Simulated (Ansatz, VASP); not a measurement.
# One calculation of MgS, two programs

```
Mg S
1.0
     0.00000    2.82577    2.82577
     2.82577    0.00000    2.82577
     2.82577    2.82577    0.00000
Mg S
1 1
Direct
  0.00000 0.00000 0.00000
  0.25000 0.25000 0.25000
```

Alike in both runs: functional PBEsol; k mesh 8 × 8 × 8; occupations gaussian, width 0.02 eV; no spin polarisation.

Ansatz relaxed the structure, and its values are those at the end. VASP's run is a single point on that final structure, the one shown.

```csv
,VASP,Ansatz
version,VASP 6.6.1,Ansatz 0.2.0
potentials or method,"VASP PAW PBE potentials, release 64 (Mg, S), cutoff 600 eV","scalar-relativistic, plane waves, PAW"
valence electrons in the cell,8,16
```

|  | VASP | Ansatz | Ansatz less VASP |
| --- | --- | --- | --- |
| gap on the k mesh at the Fermi level (eV) | 3.32 | 3.32 | -0.002 |
| least direct gap on the mesh (eV) | 3.32 | 3.32 | -0.002 |
| pressure (GPa) | -0.1 | 0.0 | +0.07 |

VASP's potentials were made for PBE, not for PBEsol, and Ansatz warns of the same on its side. VASP's potentials hold 8 valence electrons a cell and Ansatz's 16, so a difference there can come from the potentials and not from the codes.
